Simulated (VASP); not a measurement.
# MgO (I4/mmm) in VASP: notebook, part 2 of 2

VASP 6.6.1. Earlier steps stand in the parts before.

## (3) Single point, PBEsol (in-plane strain -0.01, then relaxed in part)

The input, INCAR:

```
SYSTEM = MgO
PREC = Accurate ; ENCUT = 520
EDIFF = 1E-6 ; ISMEAR = 0
SIGMA = 0.01 ; LREAL = .FALSE.
LASPH = .TRUE. ; NELM = 80
ALGO = Normal ; ISIF = 2
LWAVE = .FALSE. ; LCHARG = .FALSE.
GGA = PS ; NBANDS = 11
```

The input, KPOINTS:

```
regular mesh
0
G
  10 10 10
  0 0 0
```

The input, POSCAR:

```
MgO
1.0
    2.0860683588      2.0860683588      0.0000000000
   -2.0860683588      2.0860683588      0.0000000000
    0.0000000000      2.0860683588      2.1199138763
Mg O
1 1
Direct
    0.0000000000      0.0000000000      0.0000000000
    0.5000000000      0.5000000000      0.0000000000
```

Potentials or basis: VASP PAW PBE potentials, release 64 (Mg, O).

Launch:

```
$ cat potpaw_PBE.64/Mg/POTCAR potpaw_PBE.64/O/POTCAR > POTCAR
$ mpirun -np 1 vasp_std > vasp.out
```

OUTCAR:

```text
SYSTEM = MgO
   PREC = Accurate
   ENCUT = 520
   EDIFF = 1E-6
   ISMEAR = 0
   LREAL = .FALSE.
   LASPH = .TRUE.
   NELM = 80
   ISIF = 2
   GGA = PS

 ion  position               nearest neighbor table
   1  0.000  0.000  0.000-   2 2.09   2 2.09   2 2.09   2 2.09   2 2.12   2 2.12
   2  0.500  0.500  0.000-   1 2.09   1 2.09   1 2.09   1 2.09   1 2.12   1 2.12

  LATTYP: Found a body centered tetragonal cell.
 ALAT       =     2.9501461651
 C/A-ratio  =     1.4371585391

  Lattice vectors:

 A1 = (   2.0860683588,   0.0000000000,  -2.1199138763)
 A2 = (  -2.0860683588,   0.0000000000,  -2.1199138763)
 A3 = (   0.0000000000,   2.0860683588,   2.1199138763)

Analysis of symmetry for initial positions (statically):
=====================================================================
 Subroutine PRICEL returns:
 Original cell was already a primitive cell.

 Routine SETGRP: Setting up the symmetry group for a
 body centered tetragonal supercell.

 Subroutine GETGRP returns: Found 16 space group operations
 (whereof 16 operations were pure point group operations)
 out of a pool of 16 trial point group operations.

The static configuration has the point symmetry D_4h.

Analysis of symmetry for dynamics (positions and initial velocities):
=====================================================================
 Subroutine PRICEL returns:
 Original cell was already a primitive cell.

 Routine SETGRP: Setting up the symmetry group for a
 body centered tetragonal supercell.

 Subroutine GETGRP returns: Found 16 space group operations
 (whereof 16 operations were pure point group operations)
 out of a pool of 16 trial point group operations.

The dynamic configuration has the point symmetry D_4h.

 Subroutine INISYM returns: Found 16 space group operations
 (whereof 16 operations are pure point group operations),
 and found     1 'primitive' translations

----------------------------------------------------------------------------------------

                                     Primitive cell

  volume of cell :      18.4504

  direct lattice vectors                    reciprocal lattice vectors
[... 112 lines left out ...]
   GGA     = PS    functional components
   LHFCALC =     F    Hartree Fock is set to
   AEXX    =    0.0000 exact exchange contribution
   IVDW    =     0    specifies the selected vdW correction
   LEPSILON=     F    determine dielectric tensor
   LRPA    =     F    only Hartree local field effects (RPA)
 non-spin polarized calculation
 Gauss-broadening in eV      SIGMA  =   0.01
  energy-cutoff  :      520.00
  volume of cell :       18.45
 maximum number of plane-waves:       531
 NGX is ok and might be reduce to    24
   NGX = 11   NGY = 11   NGZ = 11

 number of electron       8.0000004 magnetization

 Free energy of the ion-electron system (eV)
  ---------------------------------------------------
  ext. energy  EPLUGINS =         0.00000000
  ---------------------------------------------------
  free energy    TOTEN  =       -12.50893120 eV

  energy without entropy =      -12.50893120  energy(sigma->0) =      -12.50893120

 E-fermi :   3.3439     XC(G=0): -11.3705

 val. band max:        3.1830732087   @ k =   0.0000   0.0000   0.0000
 cond. band min:       7.9150167313   @ k =   0.0000   0.0000   0.0000
 fundamental gap:      4.7319435226
 Fermi energy:         3.3438740495

 k-point     1 :       0.0000    0.0000    0.0000
  band No.  band energies     occupation
      1     -14.1103      2.00000
      2       3.1500      2.00000
      3       3.1500      2.00000
      4       3.1831      2.00000
      5       7.9150      0.00000
      6      18.7498      0.00000
      7      18.9231      0.00000
      8      18.9231      0.00000
      9      22.7415      0.00000
     10      24.3762      0.00000
     11      24.9036      0.00000
[... 309 lines left out ...]
 k-point    24 :       0.4000    0.3000   -0.0000
  band No.  band energies     occupation
      1     -12.5126      2.00000
      2      -0.4880      2.00000
      3       0.4298      2.00000
      4       2.0694      2.00000
      5      13.1860      0.00000
      6      15.2617      0.00000
      7      15.8303      0.00000
      8      20.9391      0.00000
      9      21.8061      0.00000
     10      27.0393      0.00000
     11      30.6037      0.00000

 [... further k-points ...]
[... 5 lines left out ...]
  --------------------------------------------------------------------------------------
  -------------------------------------------------------------------------------------
  Total        0.3466218      0.3466218     -0.0527685      0.0000000     -0.0000000      0.0000000
  in kB       30.0996320     30.0996320     -4.5822592      0.0000000     -0.0000000      0.0000000
  external PRESSURE =      18.5390016 kB  Pullay stress =       0.0000000 kB

 VOLUME and BASIS-vectors are now :
 -----------------------------------------------------------------------------
  energy-cutoff  :      520.00
  volume of cell :       18.45
      direct lattice vectors                 reciprocal lattice vectors
     2.086068359  2.086068359  0.000000000     0.239685338  0.239685338 -0.235858638
    -2.086068359  2.086068359  0.000000000    -0.239685338  0.239685338 -0.235858638
     0.000000000  2.086068359  2.119913876     0.000000000  0.000000000  0.471717276

 POSITION                                       TOTAL-FORCE (eV/Angst)
 -----------------------------------------------------------------------------------
      0.00000      0.00000      0.00000         0.000000      0.000000      0.000000
      0.00000      2.08607      0.00000        -0.000000      0.000000      0.000000
 -----------------------------------------------------------------------------------
    total drift:                                0.000000     -0.000000     -0.000000

  FREE ENERGIE OF THE ION-ELECTRON SYSTEM (eV)
  ---------------------------------------------------
  free  energy   TOTEN  =       -12.5089312044 eV

  energy  without entropy=      -12.5089312044  energy(sigma->0) =      -12.50893120
```

Run time: 11 s. Hardware: 1 thread of AMD EPYC 9R45 (Zen 5), shared host; peak memory 0.12 GiB.

What came out:

```
Free energy            : -12.5089 eV
Pressure               : 1.9 GPa
Band gap on the k mesh : 4.73 eV, direct
```

Levels at points of the mesh, in eV from the valence-band top:
```
           k point  band 1  band 2  band 3  band 4  band 5  band 6  band 7  band 8  band 9
(0.00, 0.00, 0.00)  -17.29   -0.03   -0.03    0.00    4.73   15.57   15.74   15.74   19.56
(0.50, 0.00, 0.00)  -15.95   -4.76   -0.72   -0.68    7.80   12.62   16.11   16.47   20.93
(0.50, 0.50, 0.00)  -15.66   -4.20   -1.48   -1.38    8.86    9.98   13.15   18.79   19.11
(0.00, 0.00, 0.50)  -15.71   -4.26   -1.36   -1.36    9.03   10.01   12.94   19.14   19.14
```

Caveat: the cell differs from its parent crystal (in-plane strain -0.01, then relaxed in part); the PAW data sets were made with another functional, which shifts forces and pressure a little.

## (4) Single point, PBEsol (in-plane strain -0.01)

The input, INCAR:

```
SYSTEM = MgO
ALGO = Normal ; EDIFF = 1E-7
ENCUT = 520 ; GGA = PS
ISIF = 2 ; ISMEAR = 0
LASPH = .TRUE. ; LCHARG = .FALSE.
LREAL = .FALSE. ; LWAVE = .FALSE.
NBANDS = 11 ; NELM = 80
PREC = Accurate ; SIGMA = 0.01
```

The input, KPOINTS:

```
k-points
0
G
  10 10 10
  0 0 0
```

Changes to POSCAR since step 3:

```diff
@@ -4,3 +4,3 @@
    -2.0860683588      2.0860683588      0.0000000000
-    0.0000000000      2.0860683588      2.1199138763
+    0.0000000000      2.0860683588      2.1197825949
 Mg O
```

Potentials or basis: VASP PAW PBE potentials, release 64 (Mg, O).

Launch:

```
$ cat potpaw_PBE.64/Mg/POTCAR potpaw_PBE.64/O/POTCAR > POTCAR
$ mpirun -np 1 vasp_std > vasp.out
```

OUTCAR:

```text
SYSTEM = MgO
   EDIFF = 1E-7
   ENCUT = 520
   GGA = PS
   ISIF = 2
   ISMEAR = 0
   LASPH = .TRUE.
   LREAL = .FALSE.
   NELM = 80
   PREC = Accurate

 ion  position               nearest neighbor table
   1  0.000  0.000  0.000-   2 2.09   2 2.09   2 2.09   2 2.09   2 2.12   2 2.12
   2  0.500  0.500  0.000-   1 2.09   1 2.09   1 2.09   1 2.09   1 2.12   1 2.12

  LATTYP: Found a body centered tetragonal cell.
 ALAT       =     2.9501461651
 C/A-ratio  =     1.4370695391

  Lattice vectors:

 A1 = (   2.0860683588,   0.0000000000,  -2.1197825949)
[... 516 lines left out ...]
      8      20.9406      0.00000
      9      21.8075      0.00000
     10      27.0409      0.00000
     11      30.6053      0.00000

 [... further k-points ...]
[... 5 lines left out ...]
  --------------------------------------------------------------------------------------
  -------------------------------------------------------------------------------------
  Total        0.3494468      0.3494468     -0.0485353      0.0000000      0.0000000      0.0000000
  in kB       30.3468254     30.3468254     -4.2149291      0.0000000      0.0000000      0.0000000
  external PRESSURE =      18.8262406 kB  Pullay stress =       0.0000000 kB

 VOLUME and BASIS-vectors are now :
 -----------------------------------------------------------------------------
  energy-cutoff  :      520.00
  volume of cell :       18.45
      direct lattice vectors                 reciprocal lattice vectors
     2.086068359  2.086068359  0.000000000     0.239685338  0.239685338 -0.235873245
    -2.086068359  2.086068359  0.000000000    -0.239685338  0.239685338 -0.235873245
     0.000000000  2.086068359  2.119782595     0.000000000  0.000000000  0.471746491

 POSITION                                       TOTAL-FORCE (eV/Angst)
 -----------------------------------------------------------------------------------
      0.00000      0.00000      0.00000        -0.000000     -0.000000      0.000000
      0.00000      2.08607      0.00000         0.000000      0.000000      0.000000
 -----------------------------------------------------------------------------------
    total drift:                                0.000000     -0.000000     -0.000000

  FREE ENERGIE OF THE ION-ELECTRON SYSTEM (eV)
  ---------------------------------------------------
  free  energy   TOTEN  =       -12.5089343767 eV

  energy  without entropy=      -12.5089343767  energy(sigma->0) =      -12.50893438
```

OSZICAR:

```text
N       E                     dE             d eps       ncg     rms          rms(c)
DAV:   1     0.117355213052E+02    0.11736E+02   -0.44856E+03  2604   0.639E+02
DAV:   2    -0.134226344955E+02   -0.25158E+02   -0.24305E+02  2611   0.134E+02
DAV:   3    -0.138980313946E+02   -0.47540E+00   -0.47510E+00  2679   0.159E+01
DAV:   4    -0.138991451545E+02   -0.11138E-02   -0.11137E-02  2469   0.876E-01
DAV:   5    -0.138991487936E+02   -0.36391E-05   -0.36391E-05  2643   0.489E-02    0.668E+00
DAV:   6    -0.125437780391E+02    0.13554E+01   -0.75637E+00  2343   0.150E+01    0.216E+00
DAV:   7    -0.125224396326E+02    0.21338E-01   -0.54758E-02  2469   0.203E+00    0.130E+00
DAV:   8    -0.125093575633E+02    0.13082E-01   -0.23326E-02  2370   0.174E+00    0.229E-01
DAV:   9    -0.125090152532E+02    0.34231E-03   -0.46383E-04  2619   0.148E-01    0.139E-01
DAV:  10    -0.125089300695E+02    0.85184E-04   -0.52437E-04  2502   0.165E-01    0.429E-03
DAV:  11    -0.125089335087E+02   -0.34391E-05   -0.39208E-06  2583   0.147E-02    0.361E-03
DAV:  12    -0.125089343019E+02   -0.79323E-06   -0.11976E-07  1867   0.302E-03    0.937E-04
DAV:  13    -0.125089343767E+02   -0.74831E-07   -0.76666E-08  1311   0.185E-03
   1 F= -.12508934E+02 E0= -.12508934E+02  d E =-.221318-116
```

stdout:

```text
POSCAR found type information on POSCAR MgO
 POSCAR found :  2 types and       2 ions
 scaLAPACK will be used
 -----------------------------------------------------------------------------
|                                                                             |
|                                                                             |
|     You enforced a specific xc type in the INCAR file but a different       |
|     I HOPE YOU KNOW WHAT YOU ARE DOING!                                     |
|                                                                             |
 -----------------------------------------------------------------------------

 LDA part: xc-table for (Slater+PW92), standard interpolation
 POSCAR, INCAR and KPOINTS ok, starting setup
 FFT: planning ... GRIDC
 FFT: planning ... GRID_SOFT
 FFT: planning ... GRID
 WAVECAR not read
 entering main loop
```

Wall time 12 s (1 thread of AMD EPYC 9R45 (Zen 5), shared host); peak memory 0.12 GiB.

What came out:

```yaml
Free_energy: -12.5089 eV
Pressure: 1.9 GPa
Band_gap_on_the_k_mesh: 4.73 eV, direct
```

Stress tensor (GPa, compression positive):
```
 3.03  0.00  0.00
 0.00  3.03  0.00
 0.00  0.00 -0.42
```

Caveat: the cell differs from its parent crystal (in-plane strain -0.01); the PAW data sets were made with another functional, which shifts forces and pressure a little.

## (5) Single point, PBEsol (film at in-plane strain -0.01)

The input, INCAR:

```
PREC = Accurate
ENCUT = 520
EDIFF = 1E-6
ISMEAR = 0
SIGMA = 0.01
LREAL = F
LASPH = T
NELM = 100
ALGO = Normal
ISIF = 2
LWAVE = F
LCHARG = F
GGA = PS
NBANDS = 11
```

The input, KPOINTS:

```
Automatic mesh
0
Gamma
  10 10 10
```

Changes to POSCAR since step 4:

```diff
@@ -4,3 +4,3 @@
    -2.0860683588      2.0860683588      0.0000000000
-    0.0000000000      2.0860683588      2.1197825949
+    0.0000000000      2.0860683588      2.1199138762
 Mg O
```

Launch:

```
$ cat potpaw_PBE.64/Mg/POTCAR potpaw_PBE.64/O/POTCAR > POTCAR
$ mpirun -np 1 vasp_std > vasp.out
```

Run time: 11 s. Hardware: 1 thread of AMD EPYC 9R45 (Zen 5), shared host; peak memory 0.12 GiB.

The run converged. Its results:

- Free energy: -12.5089 eV
- Pressure: 1.9 GPa
- Band gap on the k mesh: 4.73 eV, direct

Stress tensor (GPa, compression positive):
```
 3.01  0.00  0.00
 0.00  3.01  0.00
 0.00  0.00 -0.46
```

Levels at points of the mesh, in eV from the valence-band top:
| k point | band 1 | band 2 | band 3 | band 4 | band 5 | band 6 | band 7 | band 8 |
| --- | --- | --- | --- | --- | --- | --- | --- | --- |
| (0.00, 0.00, 0.00) | -17.29 | -0.03 | -0.03 | 0.00 | 4.73 | 15.57 | 15.74 | 15.74 |
| (0.50, 0.00, 0.00) | -15.95 | -4.76 | -0.72 | -0.68 | 7.80 | 12.62 | 16.11 | 16.47 |
| (0.50, 0.50, 0.00) | -15.66 | -4.20 | -1.48 | -1.38 | 8.86 | 9.98 | 13.15 | 18.79 |
| (0.00, 0.00, 0.50) | -15.71 | -4.26 | -1.36 | -1.36 | 9.03 | 10.01 | 12.94 | 19.14 |

Caveat: the cell differs from its parent crystal (film at in-plane strain -0.01); the PAW data sets were made with another functional, which shifts forces and pressure a little.
